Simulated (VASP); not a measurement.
Write the native input for VASP 6.6.1 that does the following.

| Property | Result |
| --- | --- |
| Task | single point |
| Functional | PBE |
| Potentials or basis | VASP PAW PBE potentials, release 64 (Cu) |
| Cutoff | 520 eV |
| k mesh | 28 × 28 × 28 |
| Occupations | gaussian, width 0.15 eV |
| Spin | no spin polarisation |
| Dipole correction | no |
| Further INCAR settings | ALGO = Fast; EDIFF = 1e-06; NBANDS = 12 |

The structure of Cu lies in POSCAR:

```
Cu
1.0
    0.0000000000      1.8511716104      1.8148741278
    1.8148741278      0.0000000000      1.8148741278
    1.8148741278      1.8511716104      0.0000000000
Cu
1
Direct
    0.0000000000      0.0000000000      0.0000000000
```

This cell differs from its parent crystal: strain +0.0200 x Voigt [0, 1, 0, 0, 0, 0].

The input as run:

INCAR

```
SYSTEM = Cu
  ALGO = Fast
  EDIFF = 1E-6
  ENCUT = 520
  GGA = PE
  ISIF = 2
  ISMEAR = 0
  LASPH = .TRUE.
  LCHARG = .FALSE.
  LREAL = .FALSE.
  LWAVE = .FALSE.
  NBANDS = 12
  NELM = 60
  PREC = Accurate
  SIGMA = 0.15
```

KPOINTS

```
k-points
0
G
  28 28 28
  0 0 0
```

Potentials or basis: VASP PAW PBE potentials, release 64 (Cu).

Run with:

```console
$ cat potpaw_PBE.64/Cu/POTCAR > POTCAR
$ mpirun -np 1 vasp_std > vasp.out
```

It gave:

```
Pressure               : -2.0 GPa
Band gap on the k mesh : zero (an odd number of electrons rules out a gap without spin polarisation)
```

Caveat: the cell differs from its parent crystal (strain +0.0200 x Voigt [0, 1, 0, 0, 0, 0]).

It took 6 min on 1 thread of Intel Xeon 8259CL, on a shared host, peak memory 0.33 GiB.
